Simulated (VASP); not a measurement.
# In4PtSe (P4/mmm) in VASP: notebook

Runs on In4PtSe. Level: PBE. Tasks: single point.

Program: VASP 6.6.1. These are calculated values, not measurements. Logs are shortened: lines on timing, memory, paths and dates and some standing lists are left out, and cuts for length are marked.

## (1) The cell of the first run

The structure is tetragonal, space group P4/mmm (No. 123). Conventional cell: a = 4.730 Å, b = 4.730 Å, c = 7.136 Å, α = 90.00°, β = 90.00°, γ = 90.00°. Within 3.7 Å of In (site symmetry 2mm) lie 2 Pt at 2.84 Å and 2 Se at 3.10 Å and 5 In at 3.14 to 3.34 Å. Within 3.7 Å of Pt (site symmetry 4/mmm) lie 8 In at 2.84 Å. Se (site symmetry 4/mmm) has 8 In at 3.10 Å within 4.1 Å.

## (2) Single point, PBE

Contents of INCAR:

```
SYSTEM = In4PtSe
PREC = Accurate ; ENCUT = 500
EDIFF = 1E-6 ; ISMEAR = 0
SIGMA = 0.1 ; LREAL = .FALSE.
LASPH = .TRUE. ; NELM = 120
ALGO = Normal ; ISIF = 2
LWAVE = .FALSE. ; LCHARG = .FALSE.
GGA = PE ; NBANDS = 43
GGA_COMPAT = .FALSE.
```

Contents of KPOINTS:

```
regular mesh
0
G
  8 8 6
  0 0 0
```

Contents of POSCAR:

```
In4PtSe
1.0
    4.7296239067      0.0000000000      0.0000000000
    0.0000000000      4.7296239067      0.0000000000
    0.0000000000      0.0000000000      7.1358399816
In Pt Se
4 1 1
Direct
    0.0000000000      0.5000000000      0.7800065206
    0.5000000000      0.0000000000      0.7800065206
    0.0000000000      0.5000000000      0.2199934794
    0.5000000000      0.0000000000      0.2199934794
    0.0000000000      0.0000000000      0.0000000000
    0.5000000000      0.5000000000      0.5000000000
```

Potentials or basis: VASP PAW PBE potentials, release 64 (In_d, Pt, Se).

The run is started by

```sh
> cat potpaw_PBE.64/In_d/POTCAR potpaw_PBE.64/Pt/POTCAR potpaw_PBE.64/Se/POTCAR > POTCAR
> mpirun -np 1 vasp_std > vasp.out
```

OUTCAR:

```text
SYSTEM = In4PtSe
   PREC = Accurate
   ENCUT = 500
   EDIFF = 1E-6
   ISMEAR = 0
   LREAL = .FALSE.
   LASPH = .TRUE.
   NELM = 120
   ISIF = 2
   GGA = PE

 ion  position               nearest neighbor table
   1  0.000  0.500  0.780-   5 2.84   5 2.84   6 3.10   6 3.10   3 3.14   2 3.34   2 3.34   2 3.34
                             2 3.34   3 4.00
   2  0.500  0.000  0.780-   5 2.84   5 2.84   6 3.10   6 3.10   4 3.14   1 3.34   1 3.34   1 3.34
                             1 3.34   4 4.00
   3  0.000  0.500  0.220-   5 2.84   5 2.84   6 3.10   6 3.10   1 3.14   4 3.34   4 3.34   4 3.34
                             4 3.34   1 4.00
   4  0.500  0.000  0.220-   5 2.84   5 2.84   6 3.10   6 3.10   2 3.14   3 3.34   3 3.34   3 3.34
                             3 3.34   2 4.00
   5  0.000  0.000  0.000-   1 2.84   2 2.84   3 2.84   4 2.84   1 2.84   3 2.84   2 2.84   4 2.84

   6  0.500  0.500  0.500-   1 3.10   2 3.10   3 3.10   4 3.10   2 3.10   4 3.10   1 3.10   3 3.10

  LATTYP: Found a simple tetragonal cell.
 ALAT       =     4.7296239067
 C/A-ratio  =     1.5087542101

  Lattice vectors:

 A1 = (   4.7296239067,   0.0000000000,   0.0000000000)
 A2 = (   0.0000000000,   4.7296239067,   0.0000000000)
 A3 = (   0.0000000000,   0.0000000000,   7.1358399816)

Analysis of symmetry for initial positions (statically):
=====================================================================
 Subroutine PRICEL returns:
 Original cell was already a primitive cell.

 Routine SETGRP: Setting up the symmetry group for a
 simple tetragonal supercell.

 Subroutine GETGRP returns: Found 16 space group operations
 (whereof 16 operations were pure point group operations)
 out of a pool of 16 trial point group operations.

The static configuration has the point symmetry D_4h.

Analysis of symmetry for dynamics (positions and initial velocities):
=====================================================================
 Subroutine PRICEL returns:
 Original cell was already a primitive cell.

 Routine SETGRP: Setting up the symmetry group for a
 simple tetragonal supercell.

 Subroutine GETGRP returns: Found 16 space group operations
 (whereof 16 operations were pure point group operations)
 out of a pool of 16 trial point group operations.

The dynamic configuration has the point symmetry D_4h.

 Subroutine INISYM returns: Found 16 space group operations
 (whereof 16 operations are pure point group operations),
 and found     1 'primitive' translations

[... 101 lines left out ...]
   NELM   =    120;   NELMIN=  2; NELMDL= -5     # of ELM steps
   EDIFF  = 0.1E-05   stopping-criterion for ELM
   LREAL  =      F    real-space projection
   EDIFFG = 0.1E-04   stopping-criterion for IOM
   NSW    =      0    number of steps for IOM
   IBRION =     -1    ionic relax: 0-MD 1-quasi-New 2-CG
   NFREE  =      0    steps in history (QN), initial steepest desc. (CG)
   ISIF   =      2    stress and relaxation
   ISYM   =      2    0-nonsym 1-usesym 2-fastsym
   POTIM  = 0.5000    time-step for ionic-motion
   TEBEG  =    0.0;   TEEND  =   0.0 temperature during run
   PSTRESS=    0.0 pullay stress
   NELECT =      68.0000    total number of electrons
   NUPDOWN=      -1.0000    fix difference up-down
   EMIN   =  10.00;   EMAX   =-10.00  energy-range for DOS
   EFERMI =   0.00;   METHOD = LEGACY
   ISMEAR =     0;   SIGMA  =   0.10  broadening in eV -4-tet -1-fermi 0-gaus
   EFERMI_NEDOS =   21; number of points for ismear=-14 and -15
   IALGO  =     38    algorithm
   IMIX   =      4    mixing-type and parameters
     AMIX     =   0.40;   BMIX     =  1.00
     AMIX_MAG =   1.60;   BMIX_MAG =  1.00
  volume/ion in A,a.u.               =      26.60       179.53
  Fermi-wavevector in a.u.,A,eV,Ry     =   1.231814  2.327790 20.645004  1.517365
  Thomas-Fermi vector in A             =   2.366608
   LORBIT       =      0    0 simple, 1 ext, 2 COOP (PROOUT), +10 PAW based schemes
   GGA     = PE    functional components
   LHFCALC =     F    Hartree Fock is set to
   AEXX    =    0.0000 exact exchange contribution
   IVDW    =     0    specifies the selected vdW correction
   LEPSILON=     F    determine dielectric tensor
   LRPA    =     F    only Hartree local field effects (RPA)
 non-spin polarized calculation
 Gauss-broadening in eV      SIGMA  =   0.10
  energy-cutoff  :      500.00
  volume of cell :      159.62
 maximum number of plane-waves:      4090
 NGX is ok and might be reduce to    36
   NGX = 17   NGY = 17   NGZ = 27

 number of electron      68.0000029 magnetization

 Free energy of the ion-electron system (eV)
  ---------------------------------------------------
  ext. energy  EPLUGINS =         0.00000000
  ---------------------------------------------------
  free energy    TOTEN  =       -21.52196462 eV

  energy without entropy =      -21.51400044  energy(sigma->0) =      -21.51798253

 E-fermi :   6.2961     XC(G=0):  -9.7813

 val. band max:        6.2681009661   @ k =   0.5000   0.5000   0.3333
 cond. band min:       6.3055595784   @ k =   0.2500   0.2500   0.3333
 fundamental gap:      0.0374586123
 Fermi energy:         6.2961279948

 k-point     1 :       0.0000    0.0000    0.0000
  band No.  band energies     occupation
      1      -8.5355      2.00000
      2      -8.4962      2.00000
      3      -8.4791      2.00000
      4      -8.4650      2.00000
      5      -8.4043      2.00000
      6      -8.4043      2.00000
[... 1093 lines left out ...]
     42      10.9339      0.00000
     43      11.0755      0.00000

 [... further k-points ...]
[... 5 lines left out ...]
  --------------------------------------------------------------------------------------
  -------------------------------------------------------------------------------------
  Total       -0.0140149     -0.0140149     -0.0070810      0.0000000      0.0000000      0.0000000
  in kB       -0.1406704     -0.1406704     -0.0710729      0.0000000      0.0000000      0.0000000
  external PRESSURE =      -0.1174712 kB  Pullay stress =       0.0000000 kB

 VOLUME and BASIS-vectors are now :
 -----------------------------------------------------------------------------
  energy-cutoff  :      500.00
  volume of cell :      159.62
      direct lattice vectors                 reciprocal lattice vectors
     4.729623907  0.000000000  0.000000000     0.211433302  0.000000000  0.000000000
     0.000000000  4.729623907  0.000000000     0.000000000  0.211433302  0.000000000
     0.000000000  0.000000000  7.135839982     0.000000000  0.000000000  0.140137672

 POSITION                                       TOTAL-FORCE (eV/Angst)
 -----------------------------------------------------------------------------------
      0.00000      2.36481      5.56600         0.000000     -0.000000      0.002112
      2.36481      0.00000      5.56600         0.000000      0.000000      0.002112
      0.00000      2.36481      1.56984         0.000000     -0.000000     -0.002112
      2.36481      0.00000      1.56984         0.000000     -0.000000     -0.002112
      0.00000      0.00000      0.00000         0.000000     -0.000000      0.000000
      2.36481      2.36481      3.56792         0.000000     -0.000000      0.000000
 -----------------------------------------------------------------------------------
    total drift:                                0.000000      0.000000     -0.000000

  FREE ENERGIE OF THE ION-ELECTRON SYSTEM (eV)
  ---------------------------------------------------
  free  energy   TOTEN  =       -21.5219646168 eV

  energy  without entropy=      -21.5140004444  energy(sigma->0) =      -21.51798253
```

stdout:

```text
POSCAR found type information on POSCAR InPtSe
 POSCAR found :  3 types and       6 ions
 scaLAPACK will be used
 LDA part: xc-table for (Slater+PW92), standard interpolation
 POSCAR, INCAR and KPOINTS ok, starting setup
 FFT: planning ... GRIDC
 FFT: planning ... GRID_SOFT
 FFT: planning ... GRID
 WAVECAR not read
 entering main loop
```

Run time: 12 min. Hardware: 1 thread of Oxide Virtual Turin-like, shared host; peak memory 0.44 GiB.

Results:

| Item | Value |
| --- | --- |
| Free energy | -21.5220 eV |
| Pressure | 0.0 GPa |
| Band gap on the k mesh | zero (bands 34 and 35 overlap by 1.89 eV) |

Forces on the atoms (eV/Å):
```
In   0.000  0.000  0.002
In   0.000  0.000  0.002
In   0.000  0.000 -0.002
In   0.000  0.000 -0.002
Pt   0.000  0.000  0.000
Se   0.000  0.000  0.000
```

Levels at points of the mesh, in eV from the Fermi level:
```
           k point  band 31  band 32  band 33  band 34  band 35  band 36  band 37  band 38
(0.00, 0.00, 0.00)    -1.29    -0.97    -0.94    -0.44     0.13     0.13     1.79     1.79
(0.50, 0.00, 0.00)    -2.77    -2.63    -0.25     0.55     0.61     2.10     2.16     2.46
(0.50, 0.50, 0.00)    -3.07    -2.77    -1.57    -1.14    -1.14    -0.42     2.26     2.93
(0.00, 0.00, 0.50)    -2.67    -1.69    -0.99    -0.99     0.11     1.31     2.28     3.26
(0.50, 0.00, 0.50)    -2.68    -1.52    -1.36     0.22     0.83     1.98     2.06     2.06
(0.50, 0.50, 0.50)    -2.82    -2.77    -2.15    -0.12     0.93     0.93     1.11     1.11
```

Caveat: spin-orbit coupling is left out, which moves the levels of the heavy elements.

## (3) Single point, PBE

Contents of INCAR:

```
PREC = Accurate
ENCUT = 500
EDIFF = 1E-6
ISMEAR = 0
SIGMA = 0.1
LREAL = F
LASPH = T
NELM = 120
ALGO = Normal
ISIF = 2
LWAVE = F
LCHARG = F
GGA = PE
NBANDS = 43
GGA_COMPAT = F
```

Contents of KPOINTS:

```
regular mesh
0
Gamma
  8 8 6
```

Contents of POSCAR:

```
In4PtSe
1.0
    4.7296284030      0.0000000000      0.0000000000
    0.0000000000      4.7296284030      0.0000000000
    0.0000000000      0.0000000000      7.1358367496
In Pt Se
4 1 1
Direct
    0.5000000000      0.0000000000      0.7800852760
    0.0000000000      0.5000000000      0.2199147240
    0.5000000000      0.0000000000      0.2199147240
    0.0000000000      0.5000000000      0.7800852760
    0.0000000000      0.0000000000      0.0000000000
    0.5000000000      0.5000000000      0.5000000000
```

Potentials or basis: VASP PAW PBE potentials, release 64 (In_d, Pt, Se).

The run is started by

```sh
> cat potpaw_PBE.64/In_d/POTCAR potpaw_PBE.64/Pt/POTCAR potpaw_PBE.64/Se/POTCAR > POTCAR
> mpirun -np 1 vasp_std > vasp.out
```

Run time: 9.8 min. Hardware: 1 thread of Oxide Virtual Turin-like, shared host; peak memory 0.44 GiB.

It converged, with:

```
Free energy            : -21.5220 eV
Pressure               : 0.0 GPa
Band gap on the k mesh : zero (bands 34 and 35 overlap by 1.89 eV)
```

Forces in eV/Å, atoms in the order of the input:
```
In   0.000  0.000 -0.002
In   0.000  0.000  0.002
In   0.000  0.000  0.002
In   0.000  0.000 -0.002
Pt   0.000  0.000  0.000
Se   0.000  0.000  0.000
```

Levels at points of the mesh, in eV from the Fermi level:
```csv
k point,band 32,band 33,band 34,band 35,band 36,band 37
"(0.00, 0.00, 0.00)",-0.97,-0.94,-0.44,0.13,0.13,1.80
"(0.50, 0.00, 0.00)",-2.63,-0.25,0.55,0.61,2.10,2.16
"(0.50, 0.50, 0.00)",-2.77,-1.57,-1.14,-1.14,-0.42,2.26
"(0.00, 0.00, 0.50)",-1.69,-0.99,-0.99,0.11,1.31,2.28
"(0.50, 0.00, 0.50)",-1.52,-1.36,0.22,0.83,1.98,2.06
"(0.50, 0.50, 0.50)",-2.77,-2.14,-0.12,0.93,0.93,1.10
```

Caveat: spin-orbit coupling is left out, which moves the levels of the heavy elements.

## (4) Single point, PBE

INCAR is that of step 3.

Contents of KPOINTS:

```
Automatic mesh
0
Gamma
  8 8 6
```

Contents of POSCAR:

```
In4PtSe
1.0
    4.7296239067      0.0000000000      0.0000000000
    0.0000000000      4.7296239067      0.0000000000
    0.0000000000      0.0000000000      7.1358399816
In Pt Se
4 1 1
Direct
    0.0000000000      0.5000000000      0.7800065206
    0.5000000000      0.0000000000      0.7800065206
    0.0000000000      0.5000000000      0.2199934794
    0.5000000000      0.0000000000      0.2199934794
    0.0000000000      0.0000000000      0.0000000000
    0.5000000000      0.5000000000      0.5000000000
```

The run is started by

```sh
> cat potpaw_PBE.64/In_d/POTCAR potpaw_PBE.64/Pt/POTCAR potpaw_PBE.64/Se/POTCAR > POTCAR
> mpirun -np 1 vasp_std > vasp.out
```

Wall time 8.1 min (1 thread of Oxide Virtual Turin-like, shared host); peak memory 0.44 GiB.

It converged, with:

```yaml
Free_energy: -21.5220 eV
Pressure: 0.0 GPa
Band_gap_on_the_k_mesh: zero (bands 34 and 35 overlap by 1.89 eV)
```

Forces on the atoms (eV/Å):
```
In   0.000  0.000  0.002
In   0.000  0.000  0.002
In   0.000  0.000 -0.002
In   0.000  0.000 -0.002
Pt   0.000  0.000  0.000
Se   0.000  0.000  0.000
```

Levels at points of the mesh, in eV from the Fermi level:
```
           k point  band 31  band 32  band 33  band 34  band 35  band 36  band 37  band 38
(0.00, 0.00, 0.00)    -1.29    -0.97    -0.94    -0.44     0.13     0.13     1.79     1.79
(0.50, 0.00, 0.00)    -2.77    -2.63    -0.25     0.55     0.61     2.10     2.16     2.46
(0.50, 0.50, 0.00)    -3.07    -2.77    -1.57    -1.14    -1.14    -0.42     2.26     2.93
(0.00, 0.00, 0.50)    -2.67    -1.69    -0.99    -0.99     0.11     1.31     2.28     3.26
(0.50, 0.00, 0.50)    -2.68    -1.52    -1.36     0.22     0.83     1.98     2.06     2.06
(0.50, 0.50, 0.50)    -2.82    -2.77    -2.15    -0.12     0.93     0.93     1.11     1.11
```

Caveat: spin-orbit coupling is left out, which moves the levels of the heavy elements.

The gap in the log of VASP goes by the Fermi energy; the results here count the filled bands.